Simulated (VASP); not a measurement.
# Ge2Sb3Se (P4/mmm) in VASP: a series of runs

Runs on Ge2Sb3Se. Level: PBE. Tasks: relaxation of cell and atoms, single point.

Program: VASP 6.6.1. These are calculated values, not measurements. Logs are shortened: lines on timing, memory, paths and dates and some standing lists are left out, and cuts for length are marked.

### 1 The cell of the first run

It takes space group P4/mmm (No. 123, tetragonal). The conventional cell has a = 5.732 Å, b = 5.732 Å, c = 5.645 Å, α = 90.00°, β = 90.00°, γ = 90.00°. Ge (site symmetry mmm) has 4 Sb at 2.82 to 2.87 Å within 3.7 Å. Within 3.7 Å of Sb (site symmetry 4/mmm) lie 2 Se at 2.82 Å and 4 Ge at 2.87 Å. Sb (site symmetry mmm) has 2 Ge at 2.82 Å and 2 Se at 2.87 Å within 3.7 Å. Within 3.7 Å of Se (site symmetry 4/mmm) lie 6 Sb at 2.82 to 2.87 Å.

The cell was built from a structure type or drawn by symmetry, and may not be a known phase.

### 2 Relaxation of cell and atoms, PBE

INCAR

```
PREC = Accurate
ENCUT = 600
EDIFF = 1E-7
ISMEAR = 0
SIGMA = 0.1
LREAL = F
LASPH = T
NELM = 100
ALGO = Normal
ISIF = 3
LWAVE = F
LCHARG = F
GGA = PE
IBRION = 2
NSW = 90
EDIFFG = -0.04
```

KPOINTS

```
Automatic mesh
0
Gamma
  4 4 4
```

POSCAR

```
Ge2Sb3Se
1.0
    5.7316079597      0.0000000000      0.0000000000
    0.0000000000      5.7316079597      0.0000000000
    0.0000000000      0.0000000000      5.6445205139
Ge Sb Se
2 3 1
Direct
    0.0000000000      0.5000000000      0.5000000000
    0.5000000000      0.0000000000      0.5000000000
    0.5000000000      0.5000000000      0.5000000000
    0.0000000000      0.5000000000      0.0000000000
    0.5000000000      0.0000000000      0.0000000000
    0.5000000000      0.5000000000      0.0000000000
```

Potentials or basis: VASP PAW PBE potentials, release 64 (Ge_d, Sb, Se).

Run with:

```
cat potpaw_PBE.64/Ge_d/POTCAR potpaw_PBE.64/Sb/POTCAR potpaw_PBE.64/Se/POTCAR > POTCAR
mpirun -np 1 vasp_std > vasp.out
```

OUTCAR:

```text
PREC = Accurate
   ENCUT = 600
   EDIFF = 1E-7
   ISMEAR = 0
   LREAL = F
   LASPH = T
   NELM = 100
   ISIF = 3
   GGA = PE
   IBRION = 2
   NSW = 90
   EDIFFG = -0.04

 ion  position               nearest neighbor table
   1  0.000  0.500  0.500-   4 2.82   4 2.82   3 2.87   3 2.87
   2  0.500  0.000  0.500-   5 2.82   5 2.82   3 2.87   3 2.87
   3  0.500  0.500  0.500-   6 2.82   6 2.82   1 2.87   2 2.87   2 2.87   1 2.87
   4  0.000  0.500  0.000-   1 2.82   1 2.82   6 2.87   6 2.87
   5  0.500  0.000  0.000-   2 2.82   2 2.82   6 2.87   6 2.87
   6  0.500  0.500  0.000-   3 2.82   3 2.82   5 2.87   4 2.87   5 2.87   4 2.87

  LATTYP: Found a simple tetragonal cell.
 ALAT       =     5.7316079597
 C/A-ratio  =     0.9848057567

  Lattice vectors:

 A1 = (   5.7316079597,   0.0000000000,   0.0000000000)
 A2 = (   0.0000000000,   5.7316079597,   0.0000000000)
 A3 = (   0.0000000000,   0.0000000000,   5.6445205139)

Analysis of symmetry for initial positions (statically):
=====================================================================
 Subroutine PRICEL returns:
 Original cell was already a primitive cell.

 Routine SETGRP: Setting up the symmetry group for a
 simple tetragonal supercell.

 Subroutine GETGRP returns: Found 16 space group operations
 (whereof 16 operations were pure point group operations)
 out of a pool of 16 trial point group operations.

The static configuration has the point symmetry D_4h.

Analysis of symmetry for dynamics (positions and initial velocities):
=====================================================================
 Subroutine PRICEL returns:
 Original cell was already a primitive cell.

 Routine SETGRP: Setting up the symmetry group for a
 simple tetragonal supercell.

 Subroutine GETGRP returns: Found 16 space group operations
 (whereof 16 operations were pure point group operations)
 out of a pool of 16 trial point group operations.

The dynamic configuration has the point symmetry D_4h.

 Subroutine INISYM returns: Found 16 space group operations
 (whereof 16 operations are pure point group operations),
 and found     1 'primitive' translations

----------------------------------------------------------------------------------------

                                     Primitive cell

  volume of cell :     185.4300

  direct lattice vectors                    reciprocal lattice vectors
     5.731607960  0.000000000  0.000000000     0.174471110  0.000000000  0.000000000
     0.000000000  5.731607960  0.000000000     0.000000000  0.174471110  0.000000000
     0.000000000  0.000000000  5.644520514     0.000000000  0.000000000  0.177162967

  length of vectors
     5.731607960  5.731607960  5.644520514     0.174471110  0.174471110  0.177162967

  position of ions in fractional coordinates (direct lattice)
     0.000000000  0.500000000  0.500000000
     0.500000000  0.000000000  0.500000000
     0.500000000  0.500000000  0.500000000
     0.000000000  0.500000000  0.000000000
     0.500000000  0.000000000  0.000000000
     0.500000000  0.500000000  0.000000000

  ion indices of the primitive-cell ions
   primitive index   ion index
                 1           1
                 2           2
                 3           3
                 4           4
                 5           5
                 6           6

----------------------------------------------------------------------------------------

 KPOINTS: Automatic mesh

Automatic generation of k-mesh.
 Grid dimensions read from file:
 generate k-points for:    4    4    4

 Generating k-lattice:

  Cartesian coordinates                     Fractional coordinates (reciprocal lattice)
     0.043617777  0.000000000  0.000000000     0.250000000  0.000000000  0.000000000
     0.000000000  0.043617777  0.000000000     0.000000000  0.250000000  0.000000000
     0.000000000  0.000000000  0.044290742     0.000000000  0.000000000  0.250000000

  Length of vectors
     0.043617777  0.043617777  0.044290742

  Shift w.r.t. Gamma in fractional coordinates (k-lattice)
     0.000000000  0.000000000  0.000000000

 Subroutine IBZKPT returns following result:
 ===========================================

 Found     18 irreducible k-points:

 Following reciprocal coordinates:
            Coordinates               Weight
  0.000000  0.000000  0.000000      1.000000
  0.250000  0.000000  0.000000      4.000000
  0.500000  0.000000  0.000000      2.000000
  0.250000  0.250000  0.000000      4.000000
  0.500000  0.250000  0.000000      4.000000
  0.500000  0.500000  0.000000      1.000000
[... 10 lines left out ...]
  0.500000  0.250000  0.500000      4.000000
  0.500000  0.500000  0.500000      1.000000
   k-points           NKPTS =     18   k-points in BZ     NKDIM =     18   number of bands    NBANDS=     29
   number of dos      NEDOS =    301   number of ions     NIONS =      6
   total plane-waves  NPLWV = 110592
   dimension x,y,z NGX =    48 NGY =   48 NGZ =   48
   dimension x,y,z NGXF=    96 NGYF=   96 NGZF=   96
   ions per type =               2   3   1
   NGX,Y,Z   is equivalent  to a cutoff of  13.92, 13.92, 14.14 a.u.
   NGXF,Y,Z  is equivalent  to a cutoff of  27.84, 27.84, 28.27 a.u.
 SYSTEM =  unknown system
   PREC   = accura    normal or accurate (medium, high low for compatibility)
   ISTART =      0    job   : 0-new  1-cont  2-samecut
   ICHARG =      2    charge: 1-file 2-atom 10-const
   ISPIN  =      1    spin polarized calculation?
   LNONCOLLINEAR =      F non collinear calculations
   LSORBIT =      F    spin-orbit coupling
   LASPH  =      T    aspherical Exc in radial PAW
   ENCUT  =  600.0 eV  44.10 Ry    6.64 a.u.  11.45 11.45 11.27*2*pi/ulx,y,z
   NELM   =    100;   NELMIN=  2; NELMDL= -5     # of ELM steps
   EDIFF  = 0.1E-06   stopping-criterion for ELM
   LREAL  =      F    real-space projection
   EDIFFG = -.4E-01   stopping-criterion for IOM
   NSW    =     90    number of steps for IOM
   IBRION =      2    ionic relax: 0-MD 1-quasi-New 2-CG
   NFREE  =      1    steps in history (QN), initial steepest desc. (CG)
   ISIF   =      3    stress and relaxation
   ISYM   =      2    0-nonsym 1-usesym 2-fastsym
   POTIM  = 0.5000    time-step for ionic-motion
   TEBEG  =    0.0;   TEEND  =   0.0 temperature during run
   PSTRESS=    0.0 pullay stress
   NELECT =      49.0000    total number of electrons
   NUPDOWN=      -1.0000    fix difference up-down
   EMIN   =  10.00;   EMAX   =-10.00  energy-range for DOS
   EFERMI =   0.00;   METHOD = LEGACY
   ISMEAR =     0;   SIGMA  =   0.10  broadening in eV -4-tet -1-fermi 0-gaus
   EFERMI_NEDOS =   21; number of points for ismear=-14 and -15
   IALGO  =     38    algorithm
   IMIX   =      4    mixing-type and parameters
     AMIX     =   0.40;   BMIX     =  1.00
     AMIX_MAG =   1.60;   BMIX_MAG =  1.00
  volume/ion in A,a.u.               =      30.91       208.56
  Fermi-wavevector in a.u.,A,eV,Ry     =   1.050542  1.985237 15.015920  1.103639
  Thomas-Fermi vector in A             =   2.185550
   LORBIT       =      0    0 simple, 1 ext, 2 COOP (PROOUT), +10 PAW based schemes
   GGA     = PE    functional components
   LHFCALC =     F    Hartree Fock is set to
   AEXX    =    0.0000 exact exchange contribution
   IVDW    =     0    specifies the selected vdW correction
   LEPSILON=     F    determine dielectric tensor
   LRPA    =     F    only Hartree local field effects (RPA)
 conjugate gradient relaxation of ions
 non-spin polarized calculation
 Gauss-broadening in eV      SIGMA  =   0.10
  energy-cutoff  :      600.00
  volume of cell :      185.43
 maximum number of plane-waves:      6219
 NGX is ok and might be reduce to    48
   NGX = 23   NGY = 23   NGZ = 23

--------------------------------------- Ionic step        1  -------------------------------------------

 number of electron      48.9999975 magnetization

 Free energy of the ion-electron system (eV)
  ---------------------------------------------------
  ext. energy  EPLUGINS =         0.00000000
  ---------------------------------------------------
  free energy    TOTEN  =       -22.84256887 eV

  energy without entropy =      -22.82964069  energy(sigma->0) =      -22.83610478

------------------------ aborting loop because EDIFF is reached ----------------------------------------

  FORCE on cell =-STRESS in cart. coord.  units (eV):
  Direction    XX          YY          ZZ          XY          YZ          ZX
  --------------------------------------------------------------------------------------
  -------------------------------------------------------------------------------------
  Total        1.0101072      1.0101072      1.8770140      0.0000000      0.0000000      0.0000000
  in kB        8.7276647      8.7276647     16.2180293      0.0000000      0.0000000      0.0000000
  external PRESSURE =      11.2244529 kB  Pullay stress =       0.0000000 kB
[... 105 lines left out ...]
  energy  without entropy=      -22.8431015066  energy(sigma->0) =      -22.84977260

--------------------------------------- Ionic step        4  -------------------------------------------

 number of electron      48.9999997 magnetization

 Free energy of the ion-electron system (eV)
  ---------------------------------------------------
  ext. energy  EPLUGINS =         0.00000000
  ---------------------------------------------------
  free energy    TOTEN  =       -22.85746584 eV

  energy without entropy =      -22.84390242  energy(sigma->0) =      -22.85068413

 E-fermi :   4.1746     XC(G=0):  -8.8146

 val. band max:        4.1705184108   @ k =   0.5000   0.0000   0.5000
 cond. band min:       4.1893481490   @ k =   0.5000   0.2500   0.0000
 fundamental gap:      0.0188297383
 Fermi energy:         4.1746158543

 k-point     1 :       0.0000    0.0000    0.0000
  band No.  band energies     occupation
      1     -20.4910      2.00000
      2     -20.4882      2.00000
      3     -20.4728      2.00000
      4     -20.4671      2.00000
      5     -20.4560      2.00000
      6     -20.4560      2.00000
[... 598 lines left out ...]
  FREE ENERGIE OF THE ION-ELECTRON SYSTEM (eV)
  ---------------------------------------------------
  free  energy   TOTEN  =       -22.8574658399 eV

  energy  without entropy=      -22.8439024248  energy(sigma->0) =      -22.85068413

 reached required accuracy - stopping structural energy minimisation
```

Wall time 9.6 min (1 thread of Intel Xeon 8259CL, shared host); peak memory 0.42 GiB.

What came out:

| Property | Result |
| --- | --- |
| Free energy | -22.8575 eV |
| Relaxed volume | 31.65 Å³/atom |
| Relaxed cell | a = 5.778 Å, b = 5.778 Å, c = 5.688 Å, α = 90.00°, β = 90.00°, γ = 90.00° |
| Space group after relaxing (to 0.1 Å) | P4/mmm (No. 123) |
| Energy gained by relaxing | 2.5 meV/atom |
| Ionic steps | 4 |
| Pressure after relaxing | 0.0 GPa |
| Band gap on the k mesh | zero (an odd number of electrons rules out a gap without spin polarisation) |

Stress tensor (GPa, compression positive):
```
-0.04  0.00  0.00
 0.00 -0.04  0.00
 0.00  0.00  0.07
```

Step by step:
```tsv
step	energy change (eV)	largest force (eV/Å)	pressure (GPa)	volume (Å³)
1	0.0000	0.0000	1.12	185.43
2	-0.0093	0.0000	-0.47	191.30
3	-0.0139	0.0000	0.09	189.12
4	-0.0149	0.0000	0.00	189.87
```

Final structure:
```
CELL_PARAMETERS angstrom
5.77761 0.00000 0.00000
0.00000 5.77761 0.00000
0.00000 0.00000 5.68813
ATOMIC_POSITIONS crystal
Ge 0.00000 0.50000 0.50000
Ge 0.50000 0.00000 0.50000
Sb 0.50000 0.50000 0.50000
Sb 0.00000 0.50000 0.00000
Sb 0.50000 0.00000 0.00000
Se 0.50000 0.50000 0.00000
```

Caveat: spin-orbit coupling is left out, which moves the levels of the heavy elements.

[end of part 1 of 2]
